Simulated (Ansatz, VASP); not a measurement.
## Two plane-wave programs on HfC

The input INCAR:

```
SYSTEM = HfC
  ALGO = Normal
  EDIFF = 1E-6
  ENCUT = 520
  GGA = PS
  ISIF = 2
  ISMEAR = 0
  LASPH = .TRUE.
  LCHARG = .FALSE.
  LREAL = .FALSE.
  LWAVE = .FALSE.
  NBANDS = 14
  NELM = 100
  PREC = Accurate
  SIGMA = 0.15
```

File KPOINTS:

```
k-points
0
G
  18 18 18
  0 0 0
```

POSCAR

```
HfC
1.0
    0.0000000000      2.3250000000      2.3250000000
    2.3250000000      0.0000000000      2.3250000000
    2.3250000000      2.3250000000      0.0000000000
Hf C
1 1
Direct
    0.5000000000      0.5000000000      0.5000000000
   -0.0322580645     -0.0322580645      0.0322580645
```

Input for Ansatz:

```yaml
crystal:
  lattice:
    - [0.0, 2.325, 2.325]
    - [2.325, 0.0, 2.325]
    - [2.325, 2.325, 0.0]
  atoms:
    - { symbol: Hf, position: [0.5, 0.5, 0.5] }
    - { symbol: C, position: [-0.0322580645, -0.0322580645, 0.0322580645] }
basis:
  ecutwfc: 420
kpoints:
  mp_grid: { grid: [18, 18, 18] }
hamiltonian:
  xc: pbesol
scf:
  occupations: { method: gaussian, width: 0.15 }
output:
  forces: true
  stress: true
  eigenvalues: true
```

Change from the starting cell: all C atoms moved -0.150 Å, as atom 2 along Cartesian [0 0 1].

Alike in both runs: task single point; functional PBEsol; k mesh 18 × 18 × 18; occupations gaussian, width 0.15 eV; no spin polarisation.

```csv
,VASP,Ansatz
version,VASP 6.6.1,Ansatz 0.2.0
potentials or method,"VASP PAW PBE potentials, release 64 (Hf_pv, C), cutoff 520 eV","scalar-relativistic, plane waves, PAW"
valence electrons in the cell,14,30
```

|  | VASP | Ansatz | Ansatz less VASP |
| --- | --- | --- | --- |
| gap on the k mesh at the Fermi level (eV) | none | none | - |
| pressure (GPa) | -4.9 | -4.5 | +0.42 |
| traceless stress, the component that is largest in VASP (GPa) | 4.61 | 4.49 | -0.118 |
| rms of the force components (eV/Å) | 0.663 | 0.664 | +0.0013 |

VASP's potentials were made for PBE, not for PBEsol. Atom by atom the forces differ by 0.001 eV/Å (rms over components). A gap of «none» marks a metal or a gap that the smearing closes. With one functional, cell and mesh, what is left measures potentials, basis and numerics. VASP's potentials hold 14 valence electrons a cell and Ansatz's 30, so a difference there can come from the potentials and not from the codes.

Neither program's run includes spin-orbit coupling.
